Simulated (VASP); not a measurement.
Mo3Pt:

```xyz
4
Lattice="3.9740 0.0000 0.0000 0.0000 3.9740 0.0000 0.0000 0.0000 3.9740" Properties=species:S:1:pos:R:3 pbc="T T T"
Mo    0.0000    1.9870    1.9870
Mo    1.9870    0.0000    1.9870
Mo    1.9870    1.9870    0.0000
Pt    0.0000    0.0000    0.0000
```

Base run:

```yaml
Program: VASP 6.6.1
Functional: LDA
Potentials_or_basis: VASP PAW LDA potentials, release 64 (Mo_sv, Pt)
Cutoff: 520 eV
k_mesh: 6 × 6 × 6
Occupations: methfessel-paxton, width 0.1 eV
Spin: no spin polarisation
```

Its results: band gap on the k mesh zero (band 26 reaches 14.47 eV, above the bottom of band 27 at 11.10 eV); pressure -13.8 GPa.

Task: The run is repeated on the same cell with these changes: k mesh from 6 × 6 × 6 to 3 × 3 × 3. What comes out?

Result: Band gap on the k mesh zero (band 26 reaches 14.44 eV, above the bottom of band 27 at 11.14 eV); pressure -14.3 GPa.

Caveats: some runs use coarse meshes; spin-orbit coupling is left out, which moves the levels of the heavy elements.
